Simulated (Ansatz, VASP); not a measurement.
# Two plane-wave programs on Tl2Os

```
Tl Os
1.0
     1.91918    1.10804    5.79641
    -1.91918    1.10804    5.79641
     0.00000   -2.21608    5.79641
Tl Os
2 1
Direct
  0.75000 0.75000 0.75000
  0.25000 0.25000 0.25000
  0.00000 0.00000 0.00000
```

Alike in both runs: task relaxation of cell and atoms; functional PBE; k mesh 6 × 6 × 6; occupations gaussian, width 0.1 eV; no spin polarisation.

|  | VASP | Ansatz |
| --- | --- | --- |
| version | VASP 6.6.1 | Ansatz 0.2.0 |
| potentials or method | VASP PAW PBE potentials, release 64 (Tl_d, Os), cutoff 600 eV | scalar-relativistic, plane waves, PAW |
| valence electrons in the cell | 34 | 42 |

|  | VASP | Ansatz | Ansatz less VASP |
| --- | --- | --- | --- |
| relaxed volume (Å³/atom) | 24.04 | 24.43 | +0.397 |
| relaxed length of the cell vector where the two differ most in proportion (Å) | 5.874 | 9.248 | +3.3747 |

One of these differences is far larger than is usual between the two programs; its cause wasn't traced. VASP's potentials hold 34 valence electrons a cell and Ansatz's 42, so a difference there can come from the potentials and not from the codes.

Neither program's run includes spin-orbit coupling.
